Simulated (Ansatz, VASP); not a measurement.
Two plane-wave programs on GeMo

INCAR

```
  PREC = Accurate
  ENCUT = 600
  EDIFF = 1E-6
  ISMEAR = 0
  SIGMA = 0.1
  LREAL = False
  LASPH = True
  NELM = 100
  ALGO = Normal
  ISIF = 3
  LWAVE = False
  LCHARG = False
  GGA = PE
  IBRION = 2
  NSW = 90
  EDIFFG = -0.04
```

File KPOINTS:

```
regular mesh
0
Gamma
  6 6 4
```

The input POSCAR:

```
GeMo
1.0
    3.2152112000      0.0000000000      0.0000000000
   -1.6076056000      2.7844545800      0.0000000000
    0.0000000000      0.0000000000      4.3729103100
Ge Mo
1 1
Direct
    0.0000000000      0.0000000000      0.0000000000
    0.0000000000      0.0000000000      0.5000000000
```

Input for Ansatz:

```yaml
crystal:
  lattice:
    - [3.2152112, 0.0, 0.0]
    - [-1.6076056, 2.78445458, 0.0]
    - [0.0, 0.0, 4.37291031]
  atoms:
    - { symbol: Ge, position: [0.0, 0.0, 0.0] }
    - { symbol: Mo, position: [0.0, 0.0, 0.5] }
basis:
  ecutwfc: 420
kpoints:
  mp_grid: { grid: [6, 6, 4] }
hamiltonian:
  xc: pbe
scf:
  occupations: { method: gaussian, width: 0.1 }
  lower_state_search: "off"
output:
  forces: true
  stress: true
  eigenvalues: true
relax:
  adjacent_minimum: "off"
  f_tol: 0.04
  max_steps: 70
  cell: { stress_tol: 0.4 }
```

Alike in both runs: task relaxation of cell and atoms; functional PBE; k mesh 6 × 6 × 4; occupations gaussian, width 0.1 eV; no spin polarisation.

|  | VASP | Ansatz |
| --- | --- | --- |
| version | VASP 6.6.1 | Ansatz 0.2.0 |
| potentials or method | VASP PAW PBE potentials, release 64 (Ge_d, Mo_sv), cutoff 600 eV | scalar-relativistic, plane waves, PAW |
| valence electrons in the cell | 28 | 28 |

VASP gave:

* gap on the k mesh at the Fermi level, each at its own relaxed structure (eV): none
* relaxed volume (Å³/atom): 17.78
* relaxed cell length with the largest relative difference (Å): 2.836

Q: Which values does Ansatz return?

A: gap on the k mesh at the Fermi level, each at its own relaxed structure (eV): none; relaxed volume (Å³/atom): 17.71; relaxed cell length with the largest relative difference (Å): 2.831.

A gap of «none» marks a metal or a gap that the smearing closes.

The k mesh is coarse, so the values compare programs but aren't converged.
